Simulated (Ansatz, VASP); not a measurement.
## One calculation of HfO2, two programs

```xyz
3
Lattice="0.0000 2.5575 2.5575 2.5575 0.0000 2.5575 2.5575 2.5575 0.0000" Properties=species:S:1:pos:R:3 pbc="T T T"
Hf    0.0000    0.0000    0.0000
O     3.8363    3.8363    3.8363
O     1.2788    1.2788    1.2788
```

Alike in both runs: task relaxation of cell and atoms; functional B3LYP; k mesh 5 × 5 × 5; occupations fermi-dirac, width 0.05 eV; no spin polarisation.

|  | VASP | Ansatz |
| --- | --- | --- |
| version | VASP 6.6.1 | Ansatz 0.2.0 |
| potentials or method | VASP PAW PBE potentials, release 64 (Hf_pv, O) | Ansatz PAW |
| plane-wave cutoff (eV) | 600 | 420 |
| valence electrons in the cell | 22 | 38 |

|  | VASP | Ansatz | Ansatz less VASP |
| --- | --- | --- | --- |
| gap on the k mesh at the Fermi level, each at its own relaxed structure (eV) | 5.98 | 5.99 | +0.006 |
| relaxed volume (Å³/atom) | 10.87 | 11.04 | +0.173 |
| relaxed length of the cell vector where the two differ most in proportion (Å) | 3.586 | 3.605 | +0.0189 |

VASP's potentials were made for PBE, not for B3LYP. VASP's potentials hold 22 valence electrons a cell and Ansatz's 38, so a difference there can come from the potentials and not from the codes.

The k mesh is coarse, so the values compare programs but aren't converged. Neither program's run includes spin-orbit coupling. Noted on Ansatz's run: odd divisions of the mesh miss points on the zone boundary, where band edges often lie, so the gap on the mesh can be too wide; the plane-wave basis is chosen anew once the cell has moved, so the energies of steps on either side of that aren't comparable.
